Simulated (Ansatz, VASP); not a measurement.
## Two plane-wave programs on Mg2FeH6

```
CELL_PARAMETERS angstrom
0.00000 3.20102 3.20102
3.20102 0.00000 3.20102
3.20102 3.20102 0.00000
ATOMIC_POSITIONS crystal
Mg 0.25000 0.25000 0.25000
Mg 0.75000 0.75000 0.75000
Fe 0.00000 0.00000 0.00000
H 0.75836 0.24164 0.24164
H 0.24164 0.75836 0.24164
H 0.24164 0.75836 0.75836
H 0.75836 0.24164 0.75836
H 0.24164 0.24164 0.75836
H 0.75836 0.75836 0.24164
```

Alike in both runs: functional LDA; k mesh 8 × 8 × 8; occupations gaussian, width 0.02 eV; no spin polarisation.

Ansatz relaxed the structure, and its values are those at the end. VASP's run is a single point on that final structure, the one shown.

|  | VASP | Ansatz |
| --- | --- | --- |
| version | VASP 6.6.1 | Ansatz 0.2.0 |
| potentials or method | VASP PAW LDA potentials, release 64 (Mg, Fe, H), cutoff 520 eV | scalar-relativistic, plane waves, PAW |
| valence electrons in the cell | 18 | 42 |

```csv
,VASP,Ansatz,Ansatz less VASP
gap on the k mesh at the Fermi level (eV),1.73,1.75,+0.018
least direct gap on the mesh (eV),1.73,1.75,+0.018
pressure (GPa),-5.2,-4.6,+0.54
rms of the force components (eV/Å),0.017,0.000,-0.0168
```

LDA's correlation is that of Perdew and Zunger in VASP and of Perdew and Wang (1992) in Ansatz. VASP's potentials hold 18 valence electrons a cell and Ansatz's 42, so a difference there can come from the potentials and not from the codes. Ansatz's warnings: stress scf threshold loose.
